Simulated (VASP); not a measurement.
Ag, 1 atom in the cell. The structure is cubic, space group Fm-3m (No. 225). The conventional cell has a = 4.085 Å, b = 4.085 Å, c = 4.085 Å, α = 90.00°, β = 90.00°, γ = 90.00°. Ag (site symmetry m-3m) has 12 Ag at 2.89 Å within 3.8 Å. 

| Quantity | Value |
| --- | --- |
| Program | VASP 6.6.1 |
| Task | relaxation of cell and atoms |
| Functional | PBE |
| Potentials or basis | VASP PAW PBE potentials, release 64 (Ag) |
| Cutoff | 600 eV |
| k mesh | 10 × 10 × 10 |
| Occupations | fermi-dirac, width 0.02 eV |
| Spin | no spin polarisation |
| Dipole correction | no |
| Further INCAR settings | ALGO = Normal; EDIFF = 1e-06; IBRION = 2; EDIFFG = -0.005; NSW = 80; ISIF = 3 |

Potentials or basis: VASP PAW PBE potentials, release 64 (Ag).

Command:

```bash
$ cat potpaw_PBE.64/Ag/POTCAR > POTCAR
$ mpirun -np 1 vasp_std > vasp.out
```

Hardware: 1 thread of Intel(R) Xeon(R) Platinum 8375C CPU @ 2.90GHz (Ice Lake), with other jobs on the host.

Question: Estimate the wall time of this run.

Answer: Run time: 19 s on 1 thread of Intel(R) Xeon(R) Platinum 8375C CPU @ 2.90GHz (Ice Lake), with other jobs on the host, peak memory 0.15 GiB. Counts: scf iterations 25, k points 47, ion steps 3.
